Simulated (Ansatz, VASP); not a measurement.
**Two plane-wave programs on MnIr3O6**

Contents of INCAR:

```
SYSTEM = MnIr3O6
  ALGO = Normal
  EDIFF = 1E-6
  EDIFFG = -0.01
  ENCUT = 600
  GGA = PE
  IBRION = 2
  ISIF = 3
  ISMEAR = 0
  ISPIN = 2
  LASPH = .True.
  LCHARG = .False.
  LMAXMIX = 4
  LORBIT = 11
  LREAL = .False.
  LUSENCCL = .False.
  LWAVE = .False.
  MAGMOM = -2.5 1.56 1.56 1.56 0.21 0.21 0.21 0.21 0.21 0.21
  NELM = 150
  NSW = 100
  PREC = Accurate
  SIGMA = 0.1
```

Contents of KPOINTS:

```
k-points
0
Gamma
  8 8 8
  0 0 0
```

Contents of POSCAR:

```
MnIr3O6
1.0
    0.0000000000      3.8332305602      3.8332305602
    3.8332305602      0.0000000000      3.8332305602
    3.8332305602      3.8332305602      0.0000000000
Mn Ir O
1 3 6
Direct
    0.5000000000      0.5000000000      0.5000000000
    0.2500000000      0.2500000000      0.2500000000
    0.7500000000      0.7500000000      0.7500000000
    0.0000000000      0.0000000000      0.0000000000
    0.7451727419      0.2548272581      0.2548272581
    0.2548272581      0.7451727419      0.2548272581
    0.2548272581      0.7451727419      0.7451727419
    0.7451727419      0.2548272581      0.7451727419
    0.2548272581      0.2548272581      0.7451727419
    0.7451727419      0.7451727419      0.2548272581
```

Input for Ansatz:

```yaml
crystal:
  lattice:
    - [0.0, 3.8332305602, 3.8332305602]
    - [3.8332305602, 0.0, 3.8332305602]
    - [3.8332305602, 3.8332305602, 0.0]
  atoms:
    - { symbol: Mn, position: [0.5, 0.5, 0.5], spin: -2.5 }
    - { symbol: Ir, position: [0.25, 0.25, 0.25], spin: 1.56 }
    - { symbol: Ir, position: [0.75, 0.75, 0.75], spin: 1.56 }
    - { symbol: Ir, position: [0.0, 0.0, 0.0], spin: 1.56 }
    - { symbol: O, position: [0.7451727419, 0.2548272581, 0.2548272581], spin: 0.21 }
    - { symbol: O, position: [0.2548272581, 0.7451727419, 0.2548272581], spin: 0.21 }
    - { symbol: O, position: [0.2548272581, 0.7451727419, 0.7451727419], spin: 0.21 }
    - { symbol: O, position: [0.7451727419, 0.2548272581, 0.7451727419], spin: 0.21 }
    - { symbol: O, position: [0.2548272581, 0.2548272581, 0.7451727419], spin: 0.21 }
    - { symbol: O, position: [0.7451727419, 0.7451727419, 0.2548272581], spin: 0.21 }
basis:
  ecutwfc: 420
kpoints:
  mp_grid: { grid: [8, 8, 8] }
hamiltonian:
  xc: pbe
scf:
  occupations: { method: gaussian, width: 0.1 }
output:
  forces: true
  stress: true
  eigenvalues: true
  populations: true
magnetization:
  spin_polarized: true
relax:
  adjacent_minimum: "off"
  f_tol: 0.01
  max_steps: 80
  cell: { stress_tol: 0.05 }
```

Change from the starting cell: species swapped into the K3GaF6 type (Fm-3m, No. 225).

Alike in both runs: task relaxation of cell and atoms; functional PBE; k mesh 8 × 8 × 8; occupations gaussian, width 0.1 eV; collinear spin.

```csv
,VASP,Ansatz
version,VASP 6.6.1,Ansatz 0.2.0
potentials or method,"VASP PAW PBE potentials, release 64 (Mn_pv, Ir, O), cutoff 600 eV","scalar-relativistic, plane waves, PAW"
valence electrons in the cell,76,102
```

Ansatz gave:

* gap on the k mesh at the Fermi level, each at its own relaxed structure (eV): none
* net moment per atom (μB): 0.27
* size of the moment on the site where the two differ most (μB): 2.35
* relaxed volume (Å³/atom): 11.29
* relaxed length of the cell vector where the two differ most in proportion (Å): 5.425

Task: Which values does VASP return?

Result: gap on the k mesh at the Fermi level, each at its own relaxed structure (eV): none; net moment per atom (μB): 0.27; size of the moment on the site where the two differ most (μB): 2.66; relaxed volume (Å³/atom): 11.34; relaxed length of the cell vector where the two differ most in proportion (Å): 5.433.

Site moments also hang on the region over which each program counts them. A gap of «none» marks a metal or a gap that the smearing closes. VASP's potentials hold 76 valence electrons a cell and Ansatz's 102, so a difference there can come from the potentials and not from the codes.

Neither program's run includes spin-orbit coupling.
